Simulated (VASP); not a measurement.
# C (Fd-3m) in VASP: notebook

Runs on C. Level: PBEsol. Tasks: single point, relaxation of cell and atoms.

All numbers are computed with VASP 6.6.1; they aren't measurements. Logs are shortened: lines on timing, memory, paths and dates and some standing lists are left out, and cuts for length are marked.

## Step 1: The cell of the first run

The structure is cubic, space group Fd-3m (No. 227). The conventional cell has a = 3.554 Å, b = 3.554 Å, c = 3.554 Å, α = 90.00°, β = 90.00°, γ = 90.00°. Within 2.1 Å of C (site symmetry -43m) lie 4 C at 1.54 Å.

## Step 2: Single point, PBEsol

INCAR reads:

```
PREC = Accurate ; ENCUT = 520
EDIFF = 1E-7 ; ISMEAR = -1
SIGMA = 0.02 ; LREAL = False
LASPH = True ; NELM = 80
ALGO = Normal ; ISIF = 2
LWAVE = False ; LCHARG = False
GGA = PS ; NBANDS = 11
```

KPOINTS reads:

```
Automatic mesh
0
Gamma
  16 16 16
```

POSCAR reads:

```
C
1.0
    0.0000000000      1.7769057191      1.7769057191
    1.7769057191      0.0000000000      1.7769057191
    1.7769057191      1.7769057191      0.0000000000
C
2
Direct
   -0.1250000000     -0.1250000000     -0.1250000000
    0.1250000000      0.1250000000      0.1250000000
```

Potentials or basis: VASP PAW PBE potentials, release 64 (C).

Launch:

```
> cat potpaw_PBE.64/C/POTCAR > POTCAR
> mpirun -np 1 vasp_std > vasp.out
```

OUTCAR:

```text
PREC = Accurate
   ENCUT = 520
   EDIFF = 1E-7
   ISMEAR = -1
   LREAL = False
   LASPH = True
   NELM = 80
   ISIF = 2
   GGA = PS

 ion  position               nearest neighbor table
   1  0.875  0.875  0.875-   2 1.54   2 1.54   2 1.54   2 1.54
   2  0.125  0.125  0.125-   1 1.54   1 1.54   1 1.54   1 1.54

  LATTYP: Found a face centered cubic cell.
 ALAT       =     3.5538114382

  Lattice vectors:

 A1 = (   0.0000000000,   1.7769057191,   1.7769057191)
 A2 = (   1.7769057191,   0.0000000000,   1.7769057191)
 A3 = (   1.7769057191,   1.7769057191,   0.0000000000)

Analysis of symmetry for initial positions (statically):
=====================================================================
 Subroutine PRICEL returns:
 Original cell was already a primitive cell.

 Routine SETGRP: Setting up the symmetry group for a
 face centered cubic supercell.

 Subroutine GETGRP returns: Found 48 space group operations
 (whereof 12 operations were pure point group operations)
 out of a pool of 48 trial point group operations.

The static configuration has the point symmetry D_3d.
 The point group associated with its full space group is O_h .

Analysis of symmetry for dynamics (positions and initial velocities):
=====================================================================
 Subroutine PRICEL returns:
 Original cell was already a primitive cell.

 Routine SETGRP: Setting up the symmetry group for a
 face centered cubic supercell.

 Subroutine GETGRP returns: Found 48 space group operations
 (whereof 12 operations were pure point group operations)
 out of a pool of 48 trial point group operations.

The dynamic configuration has the point symmetry D_3d.
 The point group associated with its full space group is O_h .

 Subroutine INISYM returns: Found 48 space group operations
 (whereof 12 operations are pure point group operations),
 and found     1 'primitive' translations

----------------------------------------------------------------------------------------

                                     Primitive cell

  volume of cell :      11.2208

  direct lattice vectors                    reciprocal lattice vectors
     0.000000000  1.776905719  1.776905719    -0.281388030  0.281388030  0.281388030
     1.776905719  0.000000000  1.776905719     0.281388030 -0.281388030  0.281388030
     1.776905719  1.776905719  0.000000000     0.281388030  0.281388030 -0.281388030

  length of vectors
     2.512924167  2.512924167  2.512924167     0.487378365  0.487378365  0.487378365

  position of ions in fractional coordinates (direct lattice)
     0.875000000  0.875000000  0.875000000
     0.125000000  0.125000000  0.125000000

  ion indices of the primitive-cell ions
   primitive index   ion index
                 1           1
                 2           2

----------------------------------------------------------------------------------------

 KPOINTS: Automatic mesh

Automatic generation of k-mesh.
 Grid dimensions read from file:
 generate k-points for:   16   16   16

 Generating k-lattice:

  Cartesian coordinates                     Fractional coordinates (reciprocal lattice)
    -0.017586752  0.017586752  0.017586752     0.062500000  0.000000000  0.000000000
     0.017586752 -0.017586752  0.017586752     0.000000000  0.062500000  0.000000000
     0.017586752  0.017586752 -0.017586752     0.000000000  0.000000000  0.062500000

  Length of vectors
     0.030461148  0.030461148  0.030461148

  Shift w.r.t. Gamma in fractional coordinates (k-lattice)
     0.000000000  0.000000000  0.000000000

 Subroutine IBZKPT returns following result:
 ===========================================

 Found    145 irreducible k-points:

 Following reciprocal coordinates:
            Coordinates               Weight
  0.000000  0.000000  0.000000      1.000000
  0.062500  0.000000  0.000000      8.000000
  0.125000  0.000000  0.000000      8.000000
  0.187500  0.000000  0.000000      8.000000
  0.250000  0.000000  0.000000      8.000000
  0.312500  0.000000  0.000000      8.000000
[... 16 lines left out ...]
 -0.125000  0.062500  0.000000     24.000000
 -0.062500  0.062500  0.000000     12.000000
 [... further k-points ...]
   k-points           NKPTS =    145   k-points in BZ     NKDIM =    145   number of bands    NBANDS=     11
   number of dos      NEDOS =    301   number of ions     NIONS =      2
   total plane-waves  NPLWV =   8000
   dimension x,y,z NGX =    20 NGY =   20 NGZ =   20
   dimension x,y,z NGXF=    40 NGYF=   40 NGZF=   40
   ions per type =               2
   NGX,Y,Z   is equivalent  to a cutoff of  13.23, 13.23, 13.23 a.u.
   NGXF,Y,Z  is equivalent  to a cutoff of  26.46, 26.46, 26.46 a.u.
 SYSTEM =  unknown system
   PREC   = accura    normal or accurate (medium, high low for compatibility)
   ISTART =      0    job   : 0-new  1-cont  2-samecut
   ICHARG =      2    charge: 1-file 2-atom 10-const
   ISPIN  =      1    spin polarized calculation?
   LNONCOLLINEAR =      F non collinear calculations
   LSORBIT =      F    spin-orbit coupling
   LASPH  =      T    aspherical Exc in radial PAW
   ENCUT  =  520.0 eV  38.22 Ry    6.18 a.u.   4.67  4.67  4.67*2*pi/ulx,y,z
   NELM   =     80;   NELMIN=  2; NELMDL= -5     # of ELM steps
   EDIFF  = 0.1E-06   stopping-criterion for ELM
   LREAL  =      F    real-space projection
   EDIFFG = 0.1E-05   stopping-criterion for IOM
   NSW    =      0    number of steps for IOM
   IBRION =     -1    ionic relax: 0-MD 1-quasi-New 2-CG
   NFREE  =      0    steps in history (QN), initial steepest desc. (CG)
   ISIF   =      2    stress and relaxation
   ISYM   =      2    0-nonsym 1-usesym 2-fastsym
   POTIM  = 0.5000    time-step for ionic-motion
   TEBEG  =    0.0;   TEEND  =   0.0 temperature during run
   PSTRESS=    0.0 pullay stress
   NELECT =       8.0000    total number of electrons
   NUPDOWN=      -1.0000    fix difference up-down
   EMIN   =  10.00;   EMAX   =-10.00  energy-range for DOS
   EFERMI =   0.00;   METHOD = LEGACY
   ISMEAR =    -1;   SIGMA  =   0.02  broadening in eV -4-tet -1-fermi 0-gaus
   EFERMI_NEDOS =   21; number of points for ismear=-14 and -15
   IALGO  =     38    algorithm
   IMIX   =      4    mixing-type and parameters
     AMIX     =   0.40;   BMIX     =  1.00
     AMIX_MAG =   1.60;   BMIX_MAG =  1.00
  volume/ion in A,a.u.               =       5.61        37.86
  Fermi-wavevector in a.u.,A,eV,Ry     =   1.462504  2.763732 29.101752  2.138918
  Thomas-Fermi vector in A             =   2.578710
   LORBIT       =      0    0 simple, 1 ext, 2 COOP (PROOUT), +10 PAW based schemes
   GGA     = PS    functional components
   LHFCALC =     F    Hartree Fock is set to
   AEXX    =    0.0000 exact exchange contribution
   IVDW    =     0    specifies the selected vdW correction
   LEPSILON=     F    determine dielectric tensor
   LRPA    =     F    only Hartree local field effects (RPA)
 non-spin polarized calculation
  energy-cutoff  :      520.00
  volume of cell :       11.22
 maximum number of plane-waves:       314
   NGX =  9   NGY =  9   NGZ =  9

 number of electron       7.9999999 magnetization

 Free energy of the ion-electron system (eV)
  ---------------------------------------------------
  ext. energy  EPLUGINS =         0.00000000
  ---------------------------------------------------
  free energy    TOTEN  =       -19.24972416 eV

  energy without entropy =      -19.24972416  energy(sigma->0) =      -19.24972416

 E-fermi :  10.2204     XC(G=0): -13.4867

 val. band max:        9.8676868860   @ k =   0.0000   0.0000   0.0000
 cond. band min:      13.8965105371   @ k =   0.3750   0.3750   0.0000
 fundamental gap:      4.0288236511
 Fermi energy:        10.2203829261

 k-point     1 :       0.0000    0.0000    0.0000
  band No.  band energies     occupation
      1     -11.8014      2.00000
      2       9.8677      2.00000
      3       9.8677      2.00000
      4       9.8677      2.00000
      5      15.4368      0.00000
      6      15.4368      0.00000
      7      15.4368      0.00000
      8      23.4854      0.00000
      9      28.9659      0.00000
     10      36.4560      0.00000
     11      36.4560      0.00000

 k-point     2 :       0.0625    0.0000    0.0000
  band No.  band energies     occupation
      1     -11.6920      2.00000
      2       9.1223      2.00000
      3       9.6741      2.00000
      4       9.6741      2.00000
      5      15.6892      0.00000
      6      15.6892      0.00000
      7      15.8917      0.00000
      8      23.5682      0.00000
      9      29.1565      0.00000
     10      34.7710      0.00000
     11      34.7710      0.00000

 k-point     3 :       0.1250    0.0000    0.0000
  band No.  band energies     occupation
      1     -11.3647      2.00000
      2       7.4173      2.00000
      3       9.2020      2.00000
      4       9.2020      2.00000
      5      16.3105      0.00000
      6      16.3105      0.00000
      7      16.7558      0.00000
      8      23.8106      0.00000
      9      29.6312      0.00000
     10      33.2638      0.00000
     11      33.2638      0.00000

 k-point     4 :       0.1875    0.0000    0.0000
  band No.  band energies     occupation
      1     -10.8217      2.00000
      2       5.3521      2.00000
      3       8.6345      2.00000
      4       8.6345      2.00000
      5      17.0396      0.00000
      6      17.0396      0.00000
      7      17.5259      0.00000
      8      24.1834      0.00000
      9      30.1293      0.00000
     10      32.3643      0.00000
     11      32.3643      0.00000

 k-point     5 :       0.2500    0.0000    0.0000
  band No.  band energies     occupation
      1     -10.0674      2.00000
      2       3.1925      2.00000
      3       8.0930      2.00000
      4       8.0930      2.00000
      5      17.6591      0.00000
      6      17.6591      0.00000
      7      18.0834      0.00000
      8      24.6193      0.00000
      9      30.4301      0.00000
     10      32.1745      0.00000
     11      32.1745      0.00000
[... 211 lines left out ...]
 k-point    21 :      -0.2500    0.0625    0.0000
  band No.  band energies     occupation
      1      -9.6752      2.00000
      2       2.5323      2.00000
      3       7.0290      2.00000
      4       8.2484      2.00000
      5      17.5327      0.00000
      6      18.3501      0.00000
      7      18.4890      0.00000
      8      24.4698      0.00000
      9      30.6052      0.00000
     10      31.0088      0.00000
     11      33.2744      0.00000

 k-point    22 :      -0.1875    0.0625    0.0000
  band No.  band energies     occupation
      1     -10.4974      2.00000
      2       4.6662      2.00000
      3       7.4843      2.00000
      4       8.8156      2.00000
      5      16.8974      0.00000
      6      17.8393      0.00000
      7      18.0350      0.00000
      8      24.1209      0.00000
      9      30.3891      0.00000
     10      30.9640      0.00000
     11      32.9805      0.00000

 k-point    23 :      -0.1250    0.0625    0.0000
  band No.  band energies     occupation
      1     -11.1108      2.00000
      2       6.7335      2.00000
      3       8.0544      2.00000
      4       9.3446      2.00000
      5      16.2172      0.00000
      6      17.0645      0.00000
      7      17.4001      0.00000
      8      23.8582      0.00000
      9      29.9517      0.00000
     10      31.6395      0.00000
     11      33.3159      0.00000

 k-point    24 :      -0.0625    0.0625    0.0000
  band No.  band energies     occupation
      1     -11.5100      2.00000
      2       8.4275      2.00000
      3       8.7687      2.00000
      4       9.6860      2.00000
      5      15.7326      0.00000
      6      16.2708      0.00000
      7      16.5735      0.00000
      8      23.6706      0.00000
      9      29.4484      0.00000
     10      32.9454      0.00000
     11      34.2536      0.00000

 [... further k-points ...]

------------------------ aborting loop because EDIFF is reached ----------------------------------------

  FORCE on cell =-STRESS in cart. coord.  units (eV):
  Direction    XX          YY          ZZ          XY          YZ          ZX
  --------------------------------------------------------------------------------------
  -------------------------------------------------------------------------------------
  Total        0.0772064      0.0772064      0.0772064      0.0000000      0.0000000     -0.0000000
  in kB       11.0240393     11.0240393     11.0240393      0.0000000      0.0000000     -0.0000000
  external PRESSURE =      11.0240393 kB  Pullay stress =       0.0000000 kB

 VOLUME and BASIS-vectors are now :
 -----------------------------------------------------------------------------
  energy-cutoff  :      520.00
  volume of cell :       11.22
      direct lattice vectors                 reciprocal lattice vectors
     0.000000000  1.776905719  1.776905719    -0.281388030  0.281388030  0.281388030
     1.776905719  0.000000000  1.776905719     0.281388030 -0.281388030  0.281388030
     1.776905719  1.776905719  0.000000000     0.281388030  0.281388030 -0.281388030

 POSITION                                       TOTAL-FORCE (eV/Angst)
 -----------------------------------------------------------------------------------
      3.10959      3.10959      3.10959         0.000000      0.000000      0.000000
      0.44423      0.44423      0.44423        -0.000000     -0.000000     -0.000000
 -----------------------------------------------------------------------------------
    total drift:                                0.000000      0.000000     -0.000000

  FREE ENERGIE OF THE ION-ELECTRON SYSTEM (eV)
  ---------------------------------------------------
  free  energy   TOTEN  =       -19.2497241599 eV

  energy  without entropy=      -19.2497241599  energy(sigma->0) =      -19.24972416
```

Wall time 15 s (1 thread of Intel Xeon Platinum 8259CL at 2.50GHz (Skylake/Cascade Lake), shared host); peak memory 0.12 GiB.

What came out:

```
Free energy            : -19.2497 eV
Pressure               : 1.1 GPa
Band gap on the k mesh : 4.03 eV, indirect (least direct gap 5.57 eV)
```

Caveat: the PAW data sets were made with another functional, which shifts forces and pressure a little.

## Step 3: Single point, PBEsol

This run uses another cell than the first one: it holds 4 atoms, not 2.

INCAR reads:

```
SYSTEM = C
PREC = Accurate
ENCUT = 520
EDIFF = 1E-6
ISMEAR = -1
SIGMA = 0.02
LREAL = .FALSE.
LASPH = .TRUE.
NELM = 100
ALGO = Normal
ISIF = 2
LWAVE = .FALSE.
LCHARG = .TRUE.
GGA = PS
LELF = .TRUE.
LVHAR = .TRUE.
NBANDS = 16
```

KPOINTS reads:

```
Automatic mesh
0
G
  12 12 9
  0 0 0
```

POSCAR reads:

```
C
1.0
    1.7769057191      1.7769057191      0.0000000000
   -1.7769057191      1.7769057191      0.0000000000
    0.0000000000      0.0000000000      3.5538114382
C
4
Direct
    0.2500000000      0.5000000000      0.3750000000
    0.7500000000      0.0000000000      0.8750000000
    0.2500000000      0.0000000000      0.1250000000
    0.7500000000      0.5000000000      0.6250000000
```

Potentials or basis: VASP PAW PBE potentials, release 64 (C).

Launch:

```
> cat potpaw_PBE.64/C/POTCAR > POTCAR
> mpirun -np 1 vasp_std > vasp.out
```

OUTCAR:

```text
SYSTEM = C
   PREC = Accurate
   ENCUT = 520
   EDIFF = 1E-6
   ISMEAR = -1
   LREAL = .FALSE.
   LASPH = .TRUE.
   NELM = 100
   ISIF = 2
   GGA = PS

 ion  position               nearest neighbor table
   1  0.250  0.500  0.375-   3 1.54   4 1.54   3 1.54   4 1.54
   2  0.750  0.000  0.875-   3 1.54   4 1.54   4 1.54   3 1.54
   3  0.250  0.000  0.125-   1 1.54   2 1.54   1 1.54   2 1.54
   4  0.750  0.500  0.625-   1 1.54   2 1.54   2 1.54   1 1.54

  LATTYP: Found a simple tetragonal cell.
 ALAT       =     2.5129241670
 C/A-ratio  =     1.4142135624

  Lattice vectors:

 A1 = (   1.7769057191,   1.7769057191,   0.0000000000)
 A2 = (  -1.7769057191,   1.7769057191,   0.0000000000)
 A3 = (   0.0000000000,   0.0000000000,   3.5538114382)

Analysis of symmetry for initial positions (statically):
=====================================================================
 Subroutine PRICEL returns following result:

  LATTYP: Found a face centered cubic cell.
 ALAT       =     3.5538114382

  Lattice vectors:

[... 190 lines left out ...]
 cond. band min:      13.9084697549   @ k =   0.0000   0.0000   0.2222
 fundamental gap:      4.0407834928
 Fermi energy:        10.3444682601

 k-point     1 :       0.0000    0.0000    0.0000
  band No.  band energies     occupation
      1     -11.8014      2.00000
      2      -2.9855      2.00000
      3      -2.9855      2.00000
      4       3.4637      2.00000
      5       3.4637      2.00000
      6       9.8677      2.00000
[... 433 lines left out ...]
      3      -1.3943      2.00000
      4       1.2131      2.00000
      5       2.3703      2.00000
      6       2.6371      2.00000
[... 8 lines left out ...]
     15      25.1073      0.00000
     16      25.9253      0.00000

 [... further k-points ...]

------------------------ aborting loop because EDIFF is reached ----------------------------------------

  FORCE on cell =-STRESS in cart. coord.  units (eV):
  Direction    XX          YY          ZZ          XY          YZ          ZX
  --------------------------------------------------------------------------------------
  -------------------------------------------------------------------------------------
  Total        0.1542507      0.1542507      0.1541728     -0.0000000      0.0000000      0.0000000
  in kB       11.0124679     11.0124679     11.0069026     -0.0000000      0.0000000      0.0000000
  external PRESSURE =      11.0106128 kB  Pullay stress =       0.0000000 kB

 VOLUME and BASIS-vectors are now :
 -----------------------------------------------------------------------------
  energy-cutoff  :      520.00
  volume of cell :       22.44
      direct lattice vectors                 reciprocal lattice vectors
     1.776905719  1.776905719  0.000000000     0.281388030  0.281388030  0.000000000
    -1.776905719  1.776905719  0.000000000    -0.281388030  0.281388030  0.000000000
     0.000000000  0.000000000  3.553811438     0.000000000  0.000000000  0.281388030

 POSITION                                       TOTAL-FORCE (eV/Angst)
 -----------------------------------------------------------------------------------
     -0.44423      1.33268      1.33268        -0.000000     -0.000000     -0.000000
      1.33268      1.33268      3.10959         0.000000     -0.000000     -0.000000
      0.44423      0.44423      0.44423         0.000000      0.000000      0.000000
      0.44423      2.22113      2.22113         0.000000      0.000000      0.000000
 -----------------------------------------------------------------------------------
    total drift:                               -0.000000      0.000000     -0.000000

  FREE ENERGIE OF THE ION-ELECTRON SYSTEM (eV)
  ---------------------------------------------------
  free  energy   TOTEN  =       -38.4994301096 eV

  energy  without entropy=      -38.4994301096  energy(sigma->0) =      -38.49943011
```

OSZICAR:

```text
N       E                     dE             d eps       ncg     rms          rms(c)
DAV:   1     0.129246346502E+02    0.12925E+02   -0.79829E+03  4480   0.960E+02
DAV:   2    -0.382817158316E+02   -0.51206E+02   -0.47451E+02  6464   0.178E+02
DAV:   3    -0.398631272223E+02   -0.15814E+01   -0.15779E+01  5056   0.264E+01
DAV:   4    -0.398684794786E+02   -0.53523E-02   -0.53519E-02  5464   0.194E+00
DAV:   5    -0.398685044535E+02   -0.24975E-04   -0.24975E-04  4952   0.115E-01    0.802E+00
DAV:   6    -0.388523554898E+02    0.10161E+01   -0.61117E-01  5040   0.487E+00    0.473E+00
DAV:   7    -0.384986697279E+02    0.35369E+00   -0.69906E-01  5400   0.539E+00    0.983E-01
DAV:   8    -0.384993791478E+02   -0.70942E-03   -0.13392E-02  4800   0.777E-01    0.399E-02
DAV:   9    -0.384994133718E+02   -0.34224E-04   -0.48031E-05  5680   0.593E-02    0.265E-02
DAV:  10    -0.384994305925E+02   -0.17221E-04   -0.87170E-06  4616   0.247E-02    0.602E-03
DAV:  11    -0.384994301096E+02    0.48295E-06   -0.21317E-07  3392   0.346E-03
   1 F= -.38499430E+02 E0= -.38499430E+02  d E =-.104907E-12
```

Run time: 33 s. Hardware: 1 thread of Intel Xeon Platinum 8259CL at 2.50GHz (Skylake/Cascade Lake), shared host; peak memory 0.15 GiB.

What came out:

* Free energy: -38.4994 eV
* Pressure: 1.1 GPa
* Band gap on the k mesh: 4.04 eV

Caveat: the PAW data sets were made with another functional, which shifts forces and pressure a little.

(Part 1 of 2 ends here.)
